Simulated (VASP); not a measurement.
# FeSi (P2_13) in VASP: a series of runs, part 2 of 2

VASP 6.6.1.

### 4 Single point, PBE (volume scaled by 0.880)

The input, INCAR:

```
PREC = Accurate ; ENCUT = 520
EDIFF = 1E-6 ; ISMEAR = 0
SIGMA = 0.05 ; LREAL = False
LASPH = True ; NELM = 80
ALGO = Normal ; ISIF = 2
LWAVE = False ; LCHARG = False
GGA = PE ; NBANDS = 34
```

The input, KPOINTS:

```
regular mesh
0
Gamma
  8 8 8
```

The input, POSCAR:

```
FeSi
1.0
    4.2624952273      0.0000000000      0.0000000000
    0.0000000000      4.2624952273      0.0000000000
    0.0000000000      0.0000000000      4.2624952273
Fe Si
4 4
Direct
    0.1405712693      0.1405712693      0.1405712693
    0.3594287307      0.8594287307      0.6405712693
    0.6405712693      0.3594287307      0.8594287307
    0.8594287307      0.6405712693      0.3594287307
    0.8427911600      0.8427911600      0.8427911600
    0.6572088400      0.1572088400      0.3427911600
    0.3427911600      0.6572088400      0.1572088400
    0.1572088400      0.3427911600      0.6572088400
```

Potentials or basis: VASP PAW PBE potentials, release 64 (Fe, Si).

Started as:

```bash
$ cat potpaw_PBE.64/Fe/POTCAR potpaw_PBE.64/Si/POTCAR > POTCAR
$ mpirun -np 1 vasp_std > vasp.out
```

OUTCAR:

```text
PREC = Accurate
   ENCUT = 520
   EDIFF = 1E-6
   ISMEAR = 0
   LREAL = False
   LASPH = True
   NELM = 80
   ISIF = 2
   GGA = PE

 ion  position               nearest neighbor table
   1  0.141  0.141  0.141-   5 2.20   6 2.23   7 2.23   8 2.23   7 2.37   8 2.37   6 2.37   3 2.62
                             4 2.62   2 2.62   2 2.62   4 2.62   3 2.62
   2  0.359  0.859  0.641-   6 2.20   5 2.23   7 2.23   8 2.23   7 2.37   8 2.37   5 2.37   1 2.62
[... 1114 lines left out ...]
  Total       18.4023888     18.4023888     18.4023888      0.0000000     -0.0000000     -0.0000000
  in kB      380.7089321    380.7089321    380.7089321      0.0000000     -0.0000000     -0.0000000
  external PRESSURE =     380.7089321 kB  Pullay stress =       0.0000000 kB

 VOLUME and BASIS-vectors are now :
 -----------------------------------------------------------------------------
  energy-cutoff  :      520.00
  volume of cell :       77.44
      direct lattice vectors                 reciprocal lattice vectors
     4.262495227  0.000000000  0.000000000     0.234604368  0.000000000  0.000000000
     0.000000000  4.262495227  0.000000000     0.000000000  0.234604368  0.000000000
     0.000000000  0.000000000  4.262495227     0.000000000  0.000000000  0.234604368

 POSITION                                       TOTAL-FORCE (eV/Angst)
 -----------------------------------------------------------------------------------
      0.59918      0.59918      0.59918         0.024939      0.024939      0.024939
      1.53206      3.66331      2.73043        -0.024939     -0.024939      0.024939
      2.73043      1.53206      3.66331         0.024939     -0.024939     -0.024939
      3.66331      2.73043      1.53206        -0.024939      0.024939     -0.024939
      3.59239      3.59239      3.59239        -0.001179     -0.001179     -0.001179
      2.80135      0.67010      1.46115         0.001179      0.001179     -0.001179
      1.46115      2.80135      0.67010        -0.001179      0.001179      0.001179
      0.67010      1.46115      2.80135         0.001179     -0.001179      0.001179
 -----------------------------------------------------------------------------------
    total drift:                               -0.000000     -0.000000     -0.000000

  FREE ENERGIE OF THE ION-ELECTRON SYSTEM (eV)
  ---------------------------------------------------
  free  energy   TOTEN  =       -57.6703189786 eV

  energy  without entropy=      -57.6697493990  energy(sigma->0) =      -57.67003419
```

OSZICAR:

```text
N       E                     dE             d eps       ncg     rms          rms(c)
DAV:   1     0.368378305793E+03    0.36838E+03   -0.19880E+04  3060   0.163E+03
DAV:   2    -0.330284072294E+02   -0.40141E+03   -0.37933E+03  3060   0.376E+02
DAV:   3    -0.637782041015E+02   -0.30750E+02   -0.28160E+02  3378   0.125E+02
DAV:   4    -0.652945174438E+02   -0.15163E+01   -0.14968E+01  4416   0.260E+01
DAV:   5    -0.653300515830E+02   -0.35534E-01   -0.35486E-01  4246   0.404E+00    0.375E+01
DAV:   6    -0.667299692003E+02   -0.13999E+01   -0.12126E+02  4584   0.137E+02    0.247E+01
DAV:   7    -0.580392138928E+02    0.86908E+01   -0.46888E+01  4286   0.971E+01    0.108E+01
DAV:   8    -0.577576264475E+02    0.28159E+00   -0.30721E+00  4574   0.142E+01    0.290E+00
DAV:   9    -0.576786133739E+02    0.79013E-01   -0.19852E-01  4948   0.507E+00    0.104E+00
DAV:  10    -0.576703752137E+02    0.82382E-02   -0.18563E-02  4790   0.120E+00    0.222E-01
DAV:  11    -0.576703505060E+02    0.24708E-04   -0.11029E-03  3436   0.350E-01    0.122E-01
DAV:  12    -0.576703215035E+02    0.29002E-04   -0.10135E-04  3842   0.546E-02    0.438E-02
DAV:  13    -0.576703205500E+02    0.95345E-06   -0.30488E-05  4792   0.543E-02    0.259E-02
DAV:  14    -0.576703189414E+02    0.16086E-05   -0.11004E-05  4450   0.402E-02    0.456E-03
DAV:  15    -0.576703189786E+02   -0.37166E-07   -0.60026E-07  1750   0.709E-03
   1 F= -.57670319E+02 E0= -.57670034E+02  d E =-.569580E-03
```

Wall time 2.4 min (1 thread of AMD EPYC 7R43 (Zen 3), shared host); peak memory 0.19 GiB.

Results:

| Quantity | Value |
| --- | --- |
| Free energy | -57.6703 eV |
| Pressure | 38.1 GPa |
| Largest force | 0.043 eV/Å |
| Band gap on the k mesh | 0.15 eV, indirect (least direct gap 0.17 eV) |

Forces on the atoms (eV/Å):
```
Fe   0.025  0.025  0.025
Fe  -0.025 -0.025  0.025
Fe   0.025 -0.025 -0.025
Fe  -0.025  0.025 -0.025
Si  -0.001 -0.001 -0.001
Si   0.001  0.001 -0.001
Si  -0.001  0.001  0.001
Si   0.001 -0.001  0.001
```

 A k mesh can miss the band edges.

### 5 Single point, PBE (volume scaled by 0.920)

The input, INCAR:

```
ALGO = Normal
EDIFF = 1E-6
ENCUT = 520
GGA = PE
ISIF = 2
ISMEAR = 0
LASPH = T
LCHARG = F
LREAL = F
LWAVE = F
NBANDS = 34
NELM = 100
PREC = Accurate
SIGMA = 0.05
```

The input, KPOINTS:

```
k-points
0
Gamma
  8 8 8
```

The input, POSCAR:

```
FeSi
1.0
    4.3261239398      0.0000000000      0.0000000000
    0.0000000000      4.3261239398      0.0000000000
    0.0000000000      0.0000000000      4.3261239398
Fe Si
4 4
Direct
    0.1392512906      0.1392512906      0.1392512906
    0.3607487094      0.8607487094      0.6392512906
    0.6392512906      0.3607487094      0.8607487094
    0.8607487094      0.6392512906      0.3607487094
    0.8421911729      0.8421911729      0.8421911729
    0.6578088271      0.1578088271      0.3421911729
    0.3421911729      0.6578088271      0.1578088271
    0.1578088271      0.3421911729      0.6578088271
```

Started as:

```bash
$ cat potpaw_PBE.64/Fe/POTCAR potpaw_PBE.64/Si/POTCAR > POTCAR
$ mpirun -np 1 vasp_std > vasp.out
```

Wall time 2.5 min (1 thread of AMD EPYC 7R43 (Zen 3), shared host); peak memory 0.2 GiB.

The run converged. Its results:

- Free energy: -58.3269 eV
- Pressure: 22.5 GPa
- Largest force: 0.041 eV/Å
- Band gap on the k mesh: 0.16 eV, indirect (least direct gap 0.17 eV)

Forces on the atoms (eV/Å):
```
Fe   0.024  0.024  0.024
Fe  -0.024 -0.024  0.024
Fe   0.024 -0.024 -0.024
Fe  -0.024  0.024 -0.024
Si  -0.001 -0.001 -0.001
Si   0.001  0.001 -0.001
Si  -0.001  0.001  0.001
Si   0.001 -0.001  0.001
```

Levels at points of the mesh, in eV from the valence-band top:
| k point | band 21 | band 22 | band 23 | band 24 | band 25 | band 26 | band 27 | band 28 |
| --- | --- | --- | --- | --- | --- | --- | --- | --- |
| (0.00, 0.00, 0.00) | -0.33 | -0.33 | -0.07 | -0.07 | 0.74 | 0.74 | 0.74 | 3.44 |
| (0.50, 0.00, 0.00) | -0.44 | -0.44 | 0.00 | 0.00 | 0.20 | 0.20 | 1.89 | 1.89 |
| (0.50, 0.50, 0.00) | -1.13 | -1.13 | -0.41 | -0.41 | 0.70 | 0.70 | 1.46 | 1.46 |
| (0.50, 0.50, 0.50) | -0.78 | -0.78 | -0.78 | -0.78 | 0.54 | 0.54 | 0.54 | 0.54 |

 A k mesh can miss the band edges.

### 6 The runs side by side

```tsv
cell	gap on the mesh (eV)	pressure (GPa)	largest force (eV/Å)
a = 4.129 Å, 8 atoms	0.15	82.4	0.05
a = 4.197 Å, 8 atoms	0.15	57.7	0.05
a = 4.262 Å, 8 atoms	0.15	38.1	0.04
a = 4.326 Å, 8 atoms	0.16	22.5	0.04
```

Alike in all rows: task single point; level PBE; potentials or basis VASP PAW PBE potentials, release 64 (Fe, Si); no spin polarisation; k mesh 8 × 8 × 8; cutoff (eV) 520; smearing gaussian 0.05 eV.

Absolute energies hang on the potentials; compare differences alone.
